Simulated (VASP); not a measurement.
Here is a VASP 6.6.1 calculation.

INCAR

```
PREC = Accurate
ENCUT = 520
EDIFF = 1E-6
ISMEAR = -1
SIGMA = 0.02
LREAL = Auto
LASPH = T
NELM = 80
ALGO = Normal
ISIF = 2
LWAVE = F
LCHARG = F
GGA = PE
IVDW = 12
IBRION = 2
NSW = 35
EDIFFG = -0.3
```

File KPOINTS:

```
regular mesh
0
Gamma
  1 1 1
```

The input POSCAR:

```
H12C5S2
1.0
    8.5489680000      0.0000000000      0.0000000000
    0.0000000000      8.5489680000      0.0000000000
    0.0000000000      0.0000000000      8.5489680000
S C H
4 10 24
Direct
    0.5734079000      0.7608846000      0.2961507000
    0.7684219000      0.4980365000      0.1340879000
    0.3496623000      0.9966328000      0.9396980000
    0.6198744000      0.9077152000      0.7106499000
    0.6709149000      0.6294605000      0.2151193000
    0.4847684000      0.9521740000      0.8251740000
    0.9696239000      0.1613571000      0.4852618000
    1.0102048000      0.0989708000      0.3232194000
    0.1517081000      0.4552515000      0.7716817000
    0.0849007000      0.5441252000      0.9110905000
    1.0524247000      0.1459030000      0.9168480000
    0.8989926000      0.1851790000      0.8349176000
    0.5327264000      0.2434632000      0.5680669000
    0.4035390000      0.1282949000      0.5251310000
    0.9369739000      0.2848547000      0.4803858000
    0.8715066000      0.0972010000      0.5362372000
    1.0688442000      0.1505135000      0.5651319000
    1.0428548000     -0.0245269000      0.3280954000
    0.9109845000      0.1098144000      0.2433493000
    1.1083221000      0.1631268000      0.2722440000
    0.0667968000      0.3718326000      0.7250680000
    0.1837714000      0.5350313000      0.6770846000
    0.2564914000      0.3898014000      0.8045183000
    0.1698120000      0.6275441000      0.9577043000
   -0.0198827000      0.6095753000      0.8782540000
    0.0528374000      0.4643454000      1.0056877000
    1.0647495000      0.2115874000      1.0258210000
    1.0589770000      0.0214949000      0.9455043000
    1.1528235000      0.1740940000      0.8429099000
    0.8866677000      0.1194945000      0.7259445000
    0.7985938000      0.1569880000      0.9088557000
    0.8924403000      0.3095870000      0.8062612000
    0.6046130000      0.2722836000      0.4663656000
    0.4841021000      0.3526181000      0.6134803000
    0.6098923000      0.1950180000      0.6577328000
    0.3316523000      0.0994745000      0.6268324000
    0.3263730000      0.1767401000      0.4354651000
    0.4521633000      0.0191400000      0.4797176000
```

Potentials or basis: VASP PAW PBE potentials, release 64 (S, C, H).

Run with:

```console
$ cat potpaw_PBE.64/S/POTCAR potpaw_PBE.64/C/POTCAR potpaw_PBE.64/H/POTCAR > POTCAR
$ mpirun -np 1 vasp_gam > vasp.out
```

**Question.** Estimate the dispersion energy per atom.

**Answer.** -0.043 eV.

**Question.** What does it give for the energy gained by relaxing?

**Answer.** 25.5 meV/atom.

**Question.** Predict the band gap on the k mesh.

**Answer.** 3.41 eV.

The path:
```tsv
step	energy change (eV)	largest force (eV/Å)	pressure (GPa)
1	0.0000	1.0194	1.08
2	-0.0575	1.3174	1.24
3	-0.0795	0.8844	1.17
4	-0.1681	1.1923	1.15
5	-0.2313	2.6320	1.15
6	-0.2632	2.4255	1.11
7	-0.3429	1.8196	0.98
8	-0.4322	0.8284	0.75
9	-0.4436	1.2016	0.65
10	-0.4939	0.8688	0.49
11	-0.5823	0.6235	0.06
12	-0.5928	1.1115	-0.14
13	-0.6474	0.8036	-0.11
14	-0.7137	1.6659	-0.02
15	-0.7580	1.0540	0.07
16	-0.8133	0.8083	0.35
17	-0.8416	0.4875	0.38
18	-0.8712	0.5115	0.45
19	-0.8728	0.6173	0.47
20	-0.9094	0.4537	0.33
21	-0.9327	1.0506	0.09
22	-0.9531	0.5465	-0.06
23	-0.9534	0.4438	-0.05
24	-0.9707	0.2667	-0.02
```

Caveat: the k points lie up to 0.73 Å⁻¹ apart; the relaxation stopped at a loose force limit of 0.3 eV/Å, so its end isn't a converged minimum.
